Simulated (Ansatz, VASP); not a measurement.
**BiH4: VASP beside Ansatz**

The input INCAR:

```
  PREC = Accurate
  ENCUT = 600
  EDIFF = 1E-6
  ISMEAR = 0
  SIGMA = 0.1
  LREAL = F
  LASPH = T
  NELM = 80
  ALGO = Normal
  ISIF = 3
  LWAVE = F
  LCHARG = F
  GGA = PE
  IBRION = 2
  NSW = 100
  EDIFFG = -0.01
```

KPOINTS

```
Automatic mesh
0
Gamma
  12 12 8
```

The input POSCAR:

```
BiH4
1.0
    3.3082122969      0.0000000000      0.0000000000
    0.0000000000      3.3082122969      0.0000000000
    0.0000000000      0.0000000000      4.3946181727
Bi H
1 4
Direct
    0.0000000000      0.0000000000      0.0000000000
    0.0000000000      0.0000000000      0.5000000000
    0.5000000000      0.5000000000      0.0000000000
    0.0000000000      0.5000000000      0.5000000000
    0.5000000000      0.0000000000      0.5000000000
```

Input for Ansatz:

```yaml
crystal:
  lattice:
    - [3.3082122969, 0.0, 0.0]
    - [0.0, 3.3082122969, 0.0]
    - [0.0, 0.0, 4.3946181727]
  atoms:
    - { symbol: Bi, position: [0.0, 0.0, 0.0] }
    - { symbol: H, position: [0.0, 0.0, 0.5] }
    - { symbol: H, position: [0.5, 0.5, 0.0] }
    - { symbol: H, position: [0.0, 0.5, 0.5] }
    - { symbol: H, position: [0.5, 0.0, 0.5] }
basis:
  ecutwfc: 420
kpoints:
  mp_grid: { grid: [12, 12, 8] }
hamiltonian:
  xc: pbe
scf:
  occupations: { method: gaussian, width: 0.1 }
output:
  forces: true
  stress: true
  eigenvalues: true
relax:
  adjacent_minimum: "off"
  f_tol: 0.01
  max_steps: 80
  cell: { stress_tol: 0.05 }
```

Alike in both runs: task relaxation of cell and atoms; functional PBE; k mesh 12 × 12 × 8; occupations gaussian, width 0.1 eV; no spin polarisation.

|  | VASP | Ansatz |
| --- | --- | --- |
| version | VASP 6.6.1 | Ansatz 0.2.0 |
| potentials or method | VASP PAW PBE potentials, release 64 (Bi_d, H), cutoff 600 eV | scalar-relativistic, plane waves, PAW |
| valence electrons in the cell | 19 | 19 |

Ansatz gave:

```
gap on the k mesh at the Fermi level, each at its own relaxed structure (eV) : none
relaxed volume (Å³/atom)                                                     : 9.68
relaxed cell length with the largest relative difference (Å)                 : 4.368
```

Estimate VASP's values.

gap on the k mesh at the Fermi level, each at its own relaxed structure (eV): none; relaxed volume (Å³/atom): 9.68; relaxed cell length with the largest relative difference (Å): 4.372.

A gap of «none» marks a metal or a gap that the smearing closes.

Neither program's run includes spin-orbit coupling.
